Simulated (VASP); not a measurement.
# TaN (P6/mmm) in VASP: single point with PBE+U

Aim: the single point of TaN with PBE+U.

All numbers are computed with VASP 6.6.1; they aren't measurements. Logs are shortened: lines on timing, memory, paths and dates and some standing lists are left out, and cuts for length are marked.

### Step 1. The cell of the first run

The structure is hexagonal, space group P6/mmm (No. 191). The conventional cell has a = 5.185 Å, b = 5.185 Å, c = 2.908 Å, α = 90.00°, β = 90.00°, γ = 120.00°. Within 3.4 Å of Ta (site symmetry 6/mmm) lie 6 N at 2.59 Å and 14 Ta at 2.91 to 3.33 Å. Within 3.0 Å of Ta (site symmetry -6m2) lie 6 N at 2.09 Å and 5 Ta at 2.91 to 2.99 Å. Within 3.0 Å of N (site symmetry mmm) lie 6 Ta at 2.09 to 2.59 Å and 6 N at 2.59 to 2.91 Å.

### Step 2. Single point, PBE+U, collinear spin, zero start

Input file INCAR:

```
  ALGO = Normal
  EDIFF = 1E-6
  ENCUT = 700
  GGA = PE
  GGA_COMPAT = False
  ISIF = 2
  ISMEAR = 0
  ISPIN = 2
  LASPH = True
  LCHARG = False
  LDAU = True
  LDAUJ = 0 0
  LDAUL = 2 -1
  LDAUPRINT = 1
  LDAUTYPE = 2
  LDAUU = 4 0
  LMAXMIX = 4
  LORBIT = 11
  LREAL = False
  LWAVE = False
  MAGMOM = 0 0 0 0 0 0
  NBANDS = 40
  NELM = 200
  PREC = Accurate
  SIGMA = 0.05
```

Input file KPOINTS:

```
k-points
0
Gamma
  4 4 7
```

Input file POSCAR:

```
TaN
1.0
    5.1850002000      0.0000000000      0.0000000000
   -2.5925001000      4.4903418900      0.0000000000
    0.0000000000      0.0000000000      2.9080005300
Ta N
3 3
Direct
    0.0000000000      0.0000000000      0.0000000000
    0.3333333333      0.6666666667      0.5000000000
    0.6666666667      0.3333333333      0.5000000000
    0.5000000000      0.0000000000      0.0000000000
    0.5000000000      0.5000000000      0.0000000000
    0.0000000000      0.5000000000      0.0000000000
```

Potentials or basis: VASP PAW PBE potentials, release 64 (Ta_sv_GW, N).

The run is started by

```console
> cat potpaw_PBE.64/Ta_sv_GW/POTCAR potpaw_PBE.64/N/POTCAR > POTCAR
> mpirun -np 1 vasp_std > vasp.out
```

OUTCAR:

```text
EDIFF = 1E-6
   ENCUT = 700
   GGA = PE
   ISIF = 2
   ISMEAR = 0
   ISPIN = 2
   LASPH = True
   LORBIT = 11
   LREAL = False
   NELM = 200
   PREC = Accurate

 ion  position               nearest neighbor table
   1  0.000  0.000  0.000-
   2  0.333  0.667  0.500-   4 2.09   4 2.09   6 2.09   6 2.09   5 2.09   5 2.09   3 2.99   3 2.99
                             3 2.99
   3  0.667  0.333  0.500-   4 2.09   4 2.09   6 2.09   6 2.09   5 2.09   5 2.09   2 2.99   2 2.99
                             2 2.99
   4  0.500  0.000  0.000-   2 2.09   3 2.09   2 2.09   3 2.09
   5  0.500  0.500  0.000-   2 2.09   3 2.09   2 2.09   3 2.09
   6  0.000  0.500  0.000-   2 2.09   3 2.09   2 2.09   3 2.09

  LATTYP: Found a hexagonal cell.
 ALAT       =     5.1850002000
 C/A-ratio  =     0.5608486823

  Lattice vectors:

 A1 = (   5.1850002000,   0.0000000000,   0.0000000000)
 A2 = (  -2.5925001000,   4.4903418900,   0.0000000000)
 A3 = (   0.0000000000,   0.0000000000,   2.9080005300)

Analysis of symmetry for initial positions (statically):
=====================================================================
 Subroutine PRICEL returns:
 Original cell was already a primitive cell.

 Routine SETGRP: Setting up the symmetry group for a
 hexagonal supercell.

 Subroutine GETGRP returns: Found 24 space group operations
 (whereof 24 operations were pure point group operations)
 out of a pool of 24 trial point group operations.

The static configuration has the point symmetry D_6h.

Analysis of symmetry for dynamics (positions and initial velocities):
=====================================================================
 Subroutine PRICEL returns:
 Original cell was already a primitive cell.

 Routine SETGRP: Setting up the symmetry group for a
 hexagonal supercell.

 Subroutine GETGRP returns: Found 24 space group operations
 (whereof 24 operations were pure point group operations)
 out of a pool of 24 trial point group operations.

The dynamic configuration has the point symmetry D_6h.

Analysis of structural, dynamic, and magnetic symmetry:
=====================================================================
 Subroutine PRICEL returns:
 Original cell was already a primitive cell.

 Routine SETGRP: Setting up the symmetry group for a
 hexagonal supercell.

 Subroutine GETGRP returns: Found 24 space group operations
 (whereof 24 operations were pure point group operations)
 out of a pool of 24 trial point group operations.

The overall configuration has the point symmetry D_6h.

 Subroutine INISYM returns: Found 24 space group operations
 (whereof 24 operations are pure point group operations),
 and found     1 'primitive' translations

----------------------------------------------------------------------------------------

                                     Primitive cell

  volume of cell :      67.7053

  direct lattice vectors                    reciprocal lattice vectors
     5.185000200  0.000000000  0.000000000     0.192864023  0.111350096  0.000000000
    -2.592500100  4.490341890  0.000000000     0.000000000  0.222700192  0.000000000
     0.000000000  0.000000000  2.908000530     0.000000000  0.000000000  0.343878892

  length of vectors
     5.185000200  5.185000198  2.908000530     0.222700192  0.222700192  0.343878892

  position of ions in fractional coordinates (direct lattice)
     0.000000000  0.000000000  0.000000000
     0.333333333  0.666666667  0.500000000
     0.666666667  0.333333333  0.500000000
     0.500000000  0.000000000  0.000000000
     0.500000000  0.500000000  0.000000000
     0.000000000  0.500000000  0.000000000

  ion indices of the primitive-cell ions
   primitive index   ion index
                 1           1
                 2           2
                 3           3
                 4           4
                 5           5
                 6           6

----------------------------------------------------------------------------------------

 KPOINTS: k-points

Automatic generation of k-mesh.
[... 41 lines left out ...]
   total plane-waves  NPLWV =  64512
   dimension x,y,z NGX =    48 NGY =   48 NGZ =   28
   dimension x,y,z NGXF=    96 NGYF=   96 NGZF=   56
   ions per type =               3   3
   NGX,Y,Z   is equivalent  to a cutoff of  15.39, 15.39, 16.01 a.u.
   NGXF,Y,Z  is equivalent  to a cutoff of  30.78, 30.78, 32.01 a.u.
 SYSTEM =  unknown system
   PREC   = accura    normal or accurate (medium, high low for compatibility)
   ISTART =      0    job   : 0-new  1-cont  2-samecut
   ICHARG =      2    charge: 1-file 2-atom 10-const
   ISPIN  =      2    spin polarized calculation?
   LNONCOLLINEAR =      F non collinear calculations
   LSORBIT =      F    spin-orbit coupling
   LASPH  =      T    aspherical Exc in radial PAW
   ENCUT  =  700.0 eV  51.45 Ry    7.17 a.u.  11.19 11.19  6.27*2*pi/ulx,y,z
   NELM   =    200;   NELMIN=  2; NELMDL= -5     # of ELM steps
   EDIFF  = 0.1E-05   stopping-criterion for ELM
   LREAL  =      F    real-space projection
   EDIFFG = 0.1E-04   stopping-criterion for IOM
   NSW    =      0    number of steps for IOM
   IBRION =     -1    ionic relax: 0-MD 1-quasi-New 2-CG
   NFREE  =      0    steps in history (QN), initial steepest desc. (CG)
   ISIF   =      2    stress and relaxation
   ISYM   =      2    0-nonsym 1-usesym 2-fastsym
   POTIM  = 0.5000    time-step for ionic-motion
   TEBEG  =    0.0;   TEEND  =   0.0 temperature during run
   PSTRESS=    0.0 pullay stress
   NELECT =      54.0000    total number of electrons
   NUPDOWN=      -1.0000    fix difference up-down
   EMIN   =  10.00;   EMAX   =-10.00  energy-range for DOS
   EFERMI =   0.00;   METHOD = LEGACY
   ISMEAR =     0;   SIGMA  =   0.05  broadening in eV -4-tet -1-fermi 0-gaus
   EFERMI_NEDOS =   21; number of points for ismear=-14 and -15
   IALGO  =     38    algorithm
   IMIX   =      4    mixing-type and parameters
     AMIX     =   0.40;   BMIX     =  1.00
     AMIX_MAG =   1.60;   BMIX_MAG =  1.00
  volume/ion in A,a.u.               =      11.28        76.15
  Fermi-wavevector in a.u.,A,eV,Ry     =   1.518210  2.869001 31.360909  2.304962
  Thomas-Fermi vector in A             =   2.627361
   LORBIT       =     11    0 simple, 1 ext, 2 COOP (PROOUT), +10 PAW based schemes
 LDA+U is selected, type is set to LDAUTYPE =  2
   angular momentum for each species LDAUL =     2   -1
   U (eV)           for each species LDAUU =   4.0  0.0
   J (eV)           for each species LDAUJ =   0.0  0.0
   GGA     = PE    functional components
   LHFCALC =     F    Hartree Fock is set to
   AEXX    =    0.0000 exact exchange contribution
   IVDW    =     0    specifies the selected vdW correction
   LEPSILON=     F    determine dielectric tensor
   LRPA    =     F    only Hartree local field effects (RPA)
 spin polarized calculation
 Gauss-broadening in eV      SIGMA  =   0.05
  energy-cutoff  :      700.00
  volume of cell :       67.71
 maximum number of plane-waves:      2864
 NGX is ok and might be reduce to    48
   NGX = 23   NGY = 23   NGZ = 13

 number of electron      54.0000001 magnetization      -0.0001990

atom =   1  type =  1  l = 2

 onsite density matrix

spin component  1
[... 83 lines left out ...]
  o =  0.2024  v =  1.0000  0.0000  0.0000  0.0000  0.0000  0.0000  0.0000  0.0000  0.0000  0.0000      0.0000  0.0000  0.0000  0.0000  0.0000  0.0000  0.0000  0.0000  0.0000  0.0000
  o =  0.2024  v =  0.0000  0.0000 -0.0000 -0.0000 -1.0000  0.0000  0.0000  0.0000  0.0000  0.0000      0.0000  0.0000  0.0000  0.0000  0.0000  0.0000  0.0000  0.0000  0.0000  0.0000
  o =  0.2024  v =  0.0000  0.0000  0.0000  0.0000  0.0000  1.0000  0.0000  0.0000  0.0000  0.0000      0.0000  0.0000  0.0000  0.0000  0.0000  0.0000  0.0000  0.0000  0.0000  0.0000
  o =  0.2024  v =  0.0000  0.0000  0.0000  0.0000  0.0000  0.0000 -0.0000 -0.0000  0.0000 -1.0000      0.0000  0.0000  0.0000  0.0000  0.0000  0.0000  0.0000  0.0000  0.0000  0.0000
  o =  0.2295  v =  0.0000  0.0000  0.0000  0.0000  0.0000  0.0000 -1.0000  0.0000  0.0000  0.0000      0.0000  0.0000  0.0000  0.0000  0.0000  0.0000  0.0000  0.0000  0.0000  0.0000
  o =  0.2295  v =  0.0000  0.0000  0.0000  0.0000  0.0000  0.0000 -0.0000 -0.0000 -1.0000  0.0000      0.0000  0.0000  0.0000  0.0000  0.0000  0.0000  0.0000  0.0000  0.0000  0.0000
  o =  0.2296  v =  0.0000 -1.0000  0.0000 -0.0000 -0.0000  0.0000  0.0000  0.0000  0.0000  0.0000      0.0000  0.0000  0.0000  0.0000  0.0000  0.0000  0.0000  0.0000  0.0000  0.0000
  o =  0.2296  v =  0.0000  0.0000  0.0000 -1.0000 -0.0000  0.0000  0.0000  0.0000  0.0000  0.0000      0.0000  0.0000  0.0000  0.0000  0.0000  0.0000  0.0000  0.0000  0.0000  0.0000
  o =  0.2553  v =  0.0000  0.0000  0.0000  0.0000  0.0000  0.0000 -0.0000 -1.0000 -0.0000  0.0000      0.0000  0.0000  0.0000  0.0000  0.0000  0.0000  0.0000  0.0000  0.0000  0.0000
  o =  0.2553  v =  0.0000 -0.0000 -1.0000 -0.0000  0.0000  0.0000  0.0000  0.0000  0.0000  0.0000      0.0000  0.0000  0.0000  0.0000  0.0000  0.0000  0.0000  0.0000  0.0000  0.0000

 number of electron      54.0000001 magnetization       0.0000262

 Free energy of the ion-electron system (eV)
  ---------------------------------------------------
  ext. energy  EPLUGINS =         0.00000000
  ---------------------------------------------------
  free energy    TOTEN  =       -61.86828827 eV

  energy without entropy =      -61.86712293  energy(sigma->0) =      -61.86770560

 E-fermi :  12.7174     XC(G=0): -13.3944

 val. band max:       12.6684151502   @ k =   0.2500   0.0000   0.4286
 cond. band min:      13.0282046804   @ k =   0.0000   0.0000   0.2857
 fundamental gap:      0.3597895302
 Fermi energy:        12.7173596136

 spin component 1

 k-point     1 :       0.0000    0.0000    0.0000
  band No.  band energies     occupation
      1     -57.4184      1.00000
      2     -57.3706      1.00000
      3     -57.2114      1.00000
      4     -24.2302      1.00000
      5     -24.2302      1.00000
      6     -23.9007      1.00000
[... 661 lines left out ...]
     38      18.8549      0.00000
     39      19.7221      0.00000
 Fermi energy:        12.7173596136

 spin component 2

 k-point     1 :       0.0000    0.0000    0.0000
  band No.  band energies     occupation
      1     -57.4183      1.00000
      2     -57.3706      1.00000
      3     -57.2113      1.00000
      4     -24.2301      1.00000
      5     -24.2301      1.00000
      6     -23.9007      1.00000
[... 661 lines left out ...]
     38      18.8550      0.00000
     39      19.7222      0.00000
 [bands above 39 left out]

------------------------ aborting loop because EDIFF is reached ----------------------------------------

  FORCE on cell =-STRESS in cart. coord.  units (eV):
  Direction    XX          YY          ZZ          XY          YZ          ZX
  --------------------------------------------------------------------------------------
  -------------------------------------------------------------------------------------
  Total        9.0167025      9.0167025     11.0074063      0.0000000     -0.0000000      0.0000000
  in kB      213.3711295    213.3711293    260.4791182      0.0000000     -0.0000000      0.0000000
  external PRESSURE =     229.0737923 kB  Pullay stress =       0.0000000 kB

 VOLUME and BASIS-vectors are now :
 -----------------------------------------------------------------------------
  energy-cutoff  :      700.00
  volume of cell :       67.71
      direct lattice vectors                 reciprocal lattice vectors
     5.185000200  0.000000000  0.000000000     0.192864023  0.111350096  0.000000000
    -2.592500100  4.490341890  0.000000000     0.000000000  0.222700192  0.000000000
     0.000000000  0.000000000  2.908000530     0.000000000  0.000000000  0.343878892

 POSITION                                       TOTAL-FORCE (eV/Angst)
 -----------------------------------------------------------------------------------
      0.00000      0.00000      0.00000        -0.000000     -0.000000      0.000000
     -0.00000      2.99356      1.45400        -0.000000      0.000000      0.000000
      2.59250      1.49678      1.45400         0.000000     -0.000000      0.000000
      2.59250      0.00000      0.00000        -0.000000     -0.000000      0.000000
      1.29625      2.24517      0.00000        -0.000000     -0.000000      0.000000
     -1.29625      2.24517      0.00000        -0.000000     -0.000000      0.000000
 -----------------------------------------------------------------------------------
    total drift:                               -0.000000      0.000000     -0.000000

  FREE ENERGIE OF THE ION-ELECTRON SYSTEM (eV)
  ---------------------------------------------------
  free  energy   TOTEN  =       -61.8682882748 eV

  energy  without entropy=      -61.8671229350  energy(sigma->0) =      -61.86770560

 total charge

# of ion       s       p       d       f       tot
--------------------------------------------------
    1        3.109   6.029   2.027   0.036  11.200
    2        3.163   6.092   2.190   0.193  11.638
    3        3.163   6.092   2.190   0.193  11.638
    4        1.250   2.573   0.000   0.000   3.823
    5        1.250   2.573   0.000   0.000   3.823
    6        1.250   2.573   0.000   0.000   3.823
--------------------------------------------------
tot         13.186  25.932   6.407   0.421  45.946

 magnetization (x)

# of ion       s       p       d       f       tot
--------------------------------------------------
    1        0.000   0.000   0.000   0.000   0.000
    2       -0.000   0.000   0.000  -0.000  -0.000
    3       -0.000   0.000   0.000  -0.000  -0.000
    4       -0.000  -0.000   0.000   0.000  -0.000
    5       -0.000  -0.000   0.000   0.000  -0.000
    6       -0.000  -0.000   0.000   0.000  -0.000
--------------------------------------------------
tot         -0.000  -0.000   0.000  -0.000  -0.000
```

It took 2.4 min on 1 thread of Intel Xeon 6975P-C (Granite Rapids), shared host; peak memory 0.34 GiB.

What came out:

```yaml
Free_energy: -61.8683 eV
Pressure: 22.9 GPa
Band_gap_on_the_k_mesh: zero (filled and empty bands overlap)
Net_moment: 0.00 μB per cell
Valence_electrons_inside_the_program's_atomic_spheres: Ta 11.20, 11.64 (each value once); N 3.82
```

Levels at points of the mesh, in eV from the Fermi level:
Spin up:
| k point | band 25 | band 26 | band 27 | band 28 | band 29 | band 30 |
| --- | --- | --- | --- | --- | --- | --- |
| (0.00, 0.00, 0.00) | -2.71 | -2.03 | -0.99 | -0.99 | 1.03 | 1.03 |
| (0.50, 0.00, 0.00) | -3.04 | -1.85 | -0.60 | 1.52 | 2.06 | 2.17 |
Spin down:
```
           k point  band 25  band 26  band 27  band 28  band 29  band 30
(0.00, 0.00, 0.00)    -2.71    -2.03    -0.99    -0.99     1.03     1.03
(0.50, 0.00, 0.00)    -3.04    -1.85    -0.60     1.52     2.06     2.17
```

Eigenvalues of the final occupation matrices:
| site | spin | trace | eigenvalues |
| --- | --- | --- | --- |
| site 1 d | 1 | 1.03 | 0.15 0.15 0.24 0.24 0.25 |
| site 1 d | 2 | 1.03 | 0.15 0.15 0.24 0.24 0.25 |
| site 2 d | 1 | 1.12 | 0.20 0.20 0.23 0.23 0.26 |
| site 2 d | 2 | 1.12 | 0.20 0.20 0.23 0.23 0.26 |
| site 3 d | 1 | 1.12 | 0.20 0.20 0.23 0.23 0.26 |
| site 3 d | 2 | 1.12 | 0.20 0.20 0.23 0.23 0.26 |

Caveat: the cell stands under pressure; spin-orbit coupling is left out, which moves the levels of the heavy elements.

The gap in the log of VASP goes by the Fermi energy; the results here count the filled bands.